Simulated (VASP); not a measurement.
# Yb (Fm-3m) in VASP: notebook, part 2 of 2

VASP 6.6.1.

**3. Single point, PBE, collinear spin, ferromagnetic start**

This run uses another cell than the first one, of 41.28 Å³/atom.

File INCAR:

```
SYSTEM = Yb
PREC = Accurate
ENCUT = 520
EDIFF = 1E-6
ISMEAR = -1
SIGMA = 0.05
LREAL = .FALSE.
LASPH = .TRUE.
NELM = 150
ALGO = Normal
ISIF = 2
LWAVE = .FALSE.
LCHARG = .TRUE.
ISPIN = 2
MAGMOM = 2.5
LORBIT = 11
LMAXMIX = 6
GGA = PE
LELF = .TRUE.
LVHAR = .TRUE.
NBANDS = 22
```

File KPOINTS:

```
regular mesh
0
G
  8 8 8
  0 0 0
```

File POSCAR:

```
Yb
1.0
    0.0000000000      2.7431000000      2.7431000000
    2.7431000000      0.0000000000      2.7431000000
    2.7431000000      2.7431000000      0.0000000000
Yb
1
Direct
    0.0000000000      0.0000000000      0.0000000000
```

Potentials or basis: VASP PAW PBE potentials, release 64 (Yb).

Command:

```bash
cat potpaw_PBE.64/Yb/POTCAR > POTCAR
mpirun -np 1 vasp_std > vasp.out
```

OUTCAR:

```text
SYSTEM = Yb
   PREC = Accurate
   ENCUT = 520
   EDIFF = 1E-6
   ISMEAR = -1
   LREAL = .FALSE.
   LASPH = .TRUE.
   NELM = 150
   ISIF = 2
   ISPIN = 2
   LORBIT = 11
   GGA = PE

 ion  position               nearest neighbor table
   1  0.000  0.000  0.000-

  LATTYP: Found a face centered cubic cell.
 ALAT       =     5.4862000000

  Lattice vectors:

 A1 = (   0.0000000000,   2.7431000000,   2.7431000000)
 A2 = (   2.7431000000,   0.0000000000,   2.7431000000)
 A3 = (   2.7431000000,   2.7431000000,   0.0000000000)

Analysis of symmetry for initial positions (statically):
=====================================================================
 Subroutine PRICEL returns:
 Original cell was already a primitive cell.

 Routine SETGRP: Setting up the symmetry group for a
 face centered cubic supercell.

 Subroutine GETGRP returns: Found 48 space group operations
 (whereof 48 operations were pure point group operations)
 out of a pool of 48 trial point group operations.

The static configuration has the point symmetry O_h .

Analysis of symmetry for dynamics (positions and initial velocities):
=====================================================================
 Subroutine PRICEL returns:
 Original cell was already a primitive cell.

 Routine SETGRP: Setting up the symmetry group for a
 face centered cubic supercell.

 Subroutine GETGRP returns: Found 48 space group operations
 (whereof 48 operations were pure point group operations)
 out of a pool of 48 trial point group operations.

The dynamic configuration has the point symmetry O_h .

Analysis of structural, dynamic, and magnetic symmetry:
=====================================================================
 Subroutine PRICEL returns:
 Original cell was already a primitive cell.

 Routine SETGRP: Setting up the symmetry group for a
 face centered cubic supercell.

 Subroutine GETGRP returns: Found 48 space group operations
 (whereof 48 operations were pure point group operations)
 out of a pool of 48 trial point group operations.

The overall configuration has the point symmetry O_h .

 Subroutine INISYM returns: Found 48 space group operations
 (whereof 48 operations are pure point group operations),
 and found     1 'primitive' translations

----------------------------------------------------------------------------------------

                                     Primitive cell

  volume of cell :      41.2814

  direct lattice vectors                    reciprocal lattice vectors
     0.000000000  2.743100000  2.743100000    -0.182275528  0.182275528  0.182275528
     2.743100000  0.000000000  2.743100000     0.182275528 -0.182275528  0.182275528
     2.743100000  2.743100000  0.000000000     0.182275528  0.182275528 -0.182275528

  length of vectors
     3.879329223  3.879329223  3.879329223     0.315710475  0.315710475  0.315710475

  position of ions in fractional coordinates (direct lattice)
     0.000000000  0.000000000  0.000000000

  ion indices of the primitive-cell ions
   primitive index   ion index
                 1           1

----------------------------------------------------------------------------------------

 KPOINTS: regular mesh

Automatic generation of k-mesh.
[... 54 lines left out ...]
   NGX,Y,Z   is equivalent  to a cutoff of  12.86, 12.86, 12.86 a.u.
   NGXF,Y,Z  is equivalent  to a cutoff of  25.71, 25.71, 25.71 a.u.
 SYSTEM =  Yb
   PREC   = accura    normal or accurate (medium, high low for compatibility)
   ISTART =      0    job   : 0-new  1-cont  2-samecut
   ICHARG =      2    charge: 1-file 2-atom 10-const
   ISPIN  =      2    spin polarized calculation?
   LNONCOLLINEAR =      F non collinear calculations
   LSORBIT =      F    spin-orbit coupling
   LASPH  =      T    aspherical Exc in radial PAW
   ENCUT  =  520.0 eV  38.22 Ry    6.18 a.u.   7.21  7.21  7.21*2*pi/ulx,y,z
   NELM   =    150;   NELMIN=  2; NELMDL= -5     # of ELM steps
   EDIFF  = 0.1E-05   stopping-criterion for ELM
   LREAL  =      F    real-space projection
   EDIFFG = 0.1E-04   stopping-criterion for IOM
   NSW    =      0    number of steps for IOM
   IBRION =     -1    ionic relax: 0-MD 1-quasi-New 2-CG
   NFREE  =      0    steps in history (QN), initial steepest desc. (CG)
   ISIF   =      2    stress and relaxation
   ISYM   =      2    0-nonsym 1-usesym 2-fastsym
   POTIM  = 0.5000    time-step for ionic-motion
   TEBEG  =    0.0;   TEEND  =   0.0 temperature during run
   PSTRESS=    0.0 pullay stress
   NELECT =      24.0000    total number of electrons
   NUPDOWN=      -1.0000    fix difference up-down
   EMIN   =  10.00;   EMAX   =-10.00  energy-range for DOS
   EFERMI =   0.00;   METHOD = LEGACY
   ISMEAR =    -1;   SIGMA  =   0.05  broadening in eV -4-tet -1-fermi 0-gaus
   EFERMI_NEDOS =   21; number of points for ismear=-14 and -15
   IALGO  =     38    algorithm
   IMIX   =      4    mixing-type and parameters
     AMIX     =   0.40;   BMIX     =  1.00
     AMIX_MAG =   1.60;   BMIX_MAG =  1.00
  volume/ion in A,a.u.               =      41.28       278.58
  Fermi-wavevector in a.u.,A,eV,Ry     =   1.366345  2.582017 25.400687  1.866898
  Thomas-Fermi vector in A             =   2.492493
   LORBIT       =     11    0 simple, 1 ext, 2 COOP (PROOUT), +10 PAW based schemes
   GGA     = PE    functional components
   LHFCALC =     F    Hartree Fock is set to
   AEXX    =    0.0000 exact exchange contribution
   IVDW    =     0    specifies the selected vdW correction
   LEPSILON=     F    determine dielectric tensor
   LRPA    =     F    only Hartree local field effects (RPA)
 spin polarized calculation
  energy-cutoff  :      520.00
  volume of cell :       41.28
 maximum number of plane-waves:      1139
 NGX is ok and might be reduce to    30
   NGX = 15   NGY = 15   NGZ = 15

 number of electron      23.9999995 magnetization     -10.9913718

 number of electron      23.9999992 magnetization      -0.0104447

 number of electron      23.9999992 magnetization       0.0126560

 Free energy of the ion-electron system (eV)
  ---------------------------------------------------
  ext. energy  EPLUGINS =         0.00000000
  ---------------------------------------------------
  free energy    TOTEN  =        -3.52699809 eV

  energy without entropy =       -3.51178640  energy(sigma->0) =       -3.51939225

 E-fermi :   1.1776     XC(G=0):  -8.8559

 val. band max:        1.0638302660   @ k =  -0.3750   0.3750   0.0000
 cond. band min:       1.1979853012   @ k =  -0.3750   0.2500   0.1250
 fundamental gap:      0.1341550351
 Fermi energy:         1.1776456029

 spin component 1

 k-point     1 :       0.0000    0.0000    0.0000
  band No.  band energies     occupation
      1     -50.6715      1.00000
      2     -22.9338      1.00000
      3     -22.9338      1.00000
      4     -22.9338      1.00000
      5      -3.6918      1.00000
      6       0.7419      0.99984
[... 589 lines left out ...]
     21      12.2131      0.00000
     22      16.9507      0.00000

 [... further k-points ...]

 spin component 2

 k-point     1 :       0.0000    0.0000    0.0000
  band No.  band energies     occupation
      1     -50.6643      1.00000
      2     -22.9292      1.00000
      3     -22.9292      1.00000
      4     -22.9292      1.00000
      5      -3.6970      1.00000
      6       0.7567      0.99978
[... 589 lines left out ...]
     21      12.2083      0.00000
     22      16.9463      0.00000

 [... further k-points ...]

------------------------ aborting loop because EDIFF is reached ----------------------------------------

  FORCE on cell =-STRESS in cart. coord.  units (eV):
  Direction    XX          YY          ZZ          XY          YZ          ZX
  --------------------------------------------------------------------------------------
  -------------------------------------------------------------------------------------
  Total        0.2175162      0.2175162      0.2175162      0.0000000      0.0000000      0.0000000
  in kB        8.4420355      8.4420355      8.4420355      0.0000000      0.0000000      0.0000000
  external PRESSURE =       8.4420355 kB  Pullay stress =       0.0000000 kB

 VOLUME and BASIS-vectors are now :
 -----------------------------------------------------------------------------
  energy-cutoff  :      520.00
  volume of cell :       41.28
      direct lattice vectors                 reciprocal lattice vectors
     0.000000000  2.743100000  2.743100000    -0.182275528  0.182275528  0.182275528
     2.743100000  0.000000000  2.743100000     0.182275528 -0.182275528  0.182275528
     2.743100000  2.743100000  0.000000000     0.182275528  0.182275528 -0.182275528

 POSITION                                       TOTAL-FORCE (eV/Angst)
 -----------------------------------------------------------------------------------
      0.00000      0.00000      0.00000         0.000000      0.000000      0.000000
 -----------------------------------------------------------------------------------
    total drift:                               -0.000000     -0.000000     -0.000000

  FREE ENERGIE OF THE ION-ELECTRON SYSTEM (eV)
  ---------------------------------------------------
  free  energy   TOTEN  =        -3.5269980897 eV

  energy  without entropy=       -3.5117864010  energy(sigma->0) =       -3.51939225

 total charge

# of ion       s       p       d       f       tot
--------------------------------------------------
    1        2.213   5.980   0.206  13.647  22.046

 magnetization (x)

# of ion       s       p       d       f       tot
--------------------------------------------------
    1        0.000  -0.001  -0.001   0.007   0.006
```

OSZICAR:

```text
N       E                     dE             d eps       ncg     rms          rms(c)
DAV:   1     0.133359661082E+03    0.13336E+03   -0.78518E+03  3598   0.706E+03
DAV:   2     0.144521183826E+02   -0.11891E+03   -0.11311E+03  3464   0.702E+02
DAV:   3    -0.239851073356E+00   -0.14692E+02   -0.14494E+02  3612   0.105E+02
[... 13 lines left out ...]
DAV:  79    -0.352700318983E+01    0.29106E-04   -0.20840E-05  3940   0.134E-01    0.981E-02
DAV:  80    -0.352700622730E+01   -0.30375E-05   -0.12839E-06  2924   0.659E-02    0.957E-02
DAV:  81    -0.352699534268E+01    0.10885E-04   -0.13305E-06  1414   0.626E-02    0.961E-02
DAV:  82    -0.352699863276E+01   -0.32901E-05   -0.72313E-07  1652   0.367E-02    0.949E-02
DAV:  83    -0.352699808972E+01    0.54304E-06   -0.20696E-07  1420   0.290E-02
   1 F= -.35269981E+01 E0= -.35193922E+01  d E =-.152117E-01  mag=     0.0135
```

It took 11 min on 1 thread of Intel Xeon 8259CL, shared host; peak memory 0.23 GiB.

Results:

| Quantity | Value |
| --- | --- |
| Free energy | -3.5270 eV |
| Pressure | 0.8 GPa |
| Band gap on the k mesh | zero (filled and empty bands overlap) |
| Net moment | 0.01 μB per cell |
| Valence electrons inside the program's atomic spheres | Yb 22.05 |

Levels at points of the mesh, in eV from the Fermi level:
Spin up:
```
           k point  band 8  band 9  band 10  band 11  band 12  band 13  band 14  band 15  band 16  band 17
(0.00, 0.00, 0.00)   -0.36   -0.36    -0.29    -0.29    -0.29     2.72     2.72     2.72     4.56     4.56
(0.50, 0.00, 0.00)   -0.37   -0.37    -0.30    -0.30    -0.29     0.12     2.53     2.53     5.89     5.89
(0.50, 0.50, 0.00)   -0.37   -0.36    -0.32    -0.31    -0.31     0.28     1.29     5.90     6.28     6.28
```
Spin down:
```tsv
k point	band 10	band 11	band 12	band 13	band 14	band 15
(0.00, 0.00, 0.00)	-0.28	-0.28	-0.28	2.71	2.71	2.71
(0.50, 0.00, 0.00)	-0.28	-0.28	-0.27	0.12	2.53	2.53
(0.50, 0.50, 0.00)	-0.31	-0.29	-0.29	0.27	1.29	5.90
```

Caveat: spin-orbit coupling is left out, which moves the levels of the heavy elements. The state reached can hang on the start; a lower one may exist.

**4. Single point, PBE, non-collinear spin, typed start, spin-orbit coupling**

This run uses another cell than the first one, of 41.28 Å³/atom.

File INCAR:

```
SYSTEM = Yb
PREC = Accurate
ENCUT = 520
EDIFF = 1E-6
ISMEAR = -1
SIGMA = 0.05
LREAL = .False.
LASPH = .True.
NELM = 150
ALGO = Normal
ISIF = 2
LWAVE = .False.
LCHARG = .False.
MAGMOM = 1 0 0
LORBIT = 11
LSORBIT = .True.
GGA_COMPAT = .False.
LORBMOM = .True.
LMAXMIX = 6
GGA = PE
NBANDS = 35
```

File KPOINTS:

```
regular mesh
0
Gamma
  8 8 8
  0 0 0
```

POSCAR is that of step 3.

Command:

```bash
cat potpaw_PBE.64/Yb/POTCAR > POTCAR
mpirun -np 1 vasp_ncl > vasp.out
```

Wall time 36 min (1 thread of Oxide Virtual Turin-like, shared host); peak memory 0.38 GiB.

The run converged. Its results:

* Free energy: -4.4363 eV
* Pressure: -7.5 GPa
* Net moment: 0.00 μB per cell
* Valence electrons inside the program's atomic spheres: Yb 22.14

Stress tensor (GPa, compression positive):
```
-7.91  0.00  0.00
 0.00 -7.36  0.00
 0.00  0.00 -7.36
```

Moments on the atoms (μB; x, y, z):
```
Yb  0.00 0.00 0.00
```

Caveat: the cell stands under tension.

**5. Summary**

| level | spin | cell | gap on the mesh (eV) | pressure (GPa) | moment (μB) |
| --- | --- | --- | --- | --- | --- |
| PBEsol | collinear, ferromagnetic start | a = 3.955 Å, angles 60.0°, 1 atom | none | -5.7 | 0.00 |
| PBE | collinear, ferromagnetic start | a = 3.879 Å, angles 60.0°, 1 atom | none | 0.8 | 0.01 |
| PBE | non-collinear, typed start, SOC | a = 3.879 Å, angles 60.0°, 1 atom | - | -7.5 | 0.00 |

Alike in all rows: task single point; potentials or basis VASP PAW PBE potentials, release 64 (Yb); k mesh 8 × 8 × 8; cutoff (eV) 520; smearing fermi-dirac 0.05 eV.

Caveats: the cell stands under tension (at least some runs); spin-orbit coupling is left out, which moves the levels of the heavy elements (at least some runs); the PAW data sets were made with another functional, which shifts forces and pressure a little (at least some runs).

Absolute energies hang on the potentials; compare differences alone.
